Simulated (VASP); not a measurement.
Wanted: the native input for a VASP 6.6.1 run.

| Item | Value |
| --- | --- |
| Task | single point |
| Functional | PBEsol |
| Potentials or basis | VASP PAW PBE potentials, release 64 (Te, Pt) |
| Cutoff | 520 eV |
| k mesh | 12 × 12 × 10 |
| Occupations | gaussian, width 0.15 eV |
| Spin | no spin polarisation |
| Dipole correction | no |
| Further INCAR settings | ALGO = Normal; EDIFF = 1e-07; NBANDS = 24 |

The structure of TePt lies in POSCAR:

```
TePt
1.0
    4.4398797966      0.0000000000      0.0000000000
   -2.2199398983      3.8450486937      0.0000000000
    0.0000000000      0.0000000000      5.8816800000
Te Pt
2 2
Direct
    0.3333333333      0.6666666667      0.2500000000
    0.6666666667      0.3333333333      0.7500000000
    0.0000000000      0.0000000000      0.0000000000
    0.0000000000      0.0000000000      0.5000000000
```

This cell differs from its parent crystal: strain +0.080 along x and y, +0.080 along z.

These files were run (other wordings do the same):

INCAR

```
SYSTEM = TePt
PREC     = Accurate       ! precision mode
ENCUT    = 520            ! plane-wave cutoff, eV
EDIFF    = 1E-7           ! SCF threshold, eV
ISMEAR   = 0              ! smearing method
SIGMA    = 0.15           ! smearing width, eV
LREAL    = .False.        ! projectors in reciprocal space
LASPH    = .True.         ! aspherical terms in the spheres
NELM     = 80             ! most SCF steps
ALGO     = Normal         ! electronic algorithm
ISIF     = 2              ! what is computed and relaxed
LWAVE    = .False.        ! write WAVECAR
LCHARG   = .False.        ! write CHGCAR
GGA      = PS             ! functional
NBANDS   = 24             ! bands
```

KPOINTS

```
regular mesh
0
Gamma
  12 12 10
  0 0 0
```

Potentials or basis: VASP PAW PBE potentials, release 64 (Te, Pt).

Launch:

```console
$ cat potpaw_PBE.64/Te/POTCAR potpaw_PBE.64/Pt/POTCAR > POTCAR
$ mpirun -np 1 vasp_std > vasp.out
```

It gave:

```
Pressure               : -14.7 GPa
Band gap on the k mesh : zero (bands 16 and 17 overlap by 1.21 eV)
```

Caveat: the cell differs from its parent crystal (strain +0.080 along x and y, +0.080 along z); the cell stands under tension; the PAW data sets were made with another functional, which shifts forces and pressure a little; spin-orbit coupling is left out, which moves the levels of the heavy elements.

It took 110 s on 1 thread of Intel(R) Xeon(R) 6975P-C (Granite Rapids), on a shared host, peak memory 0.41 GiB.
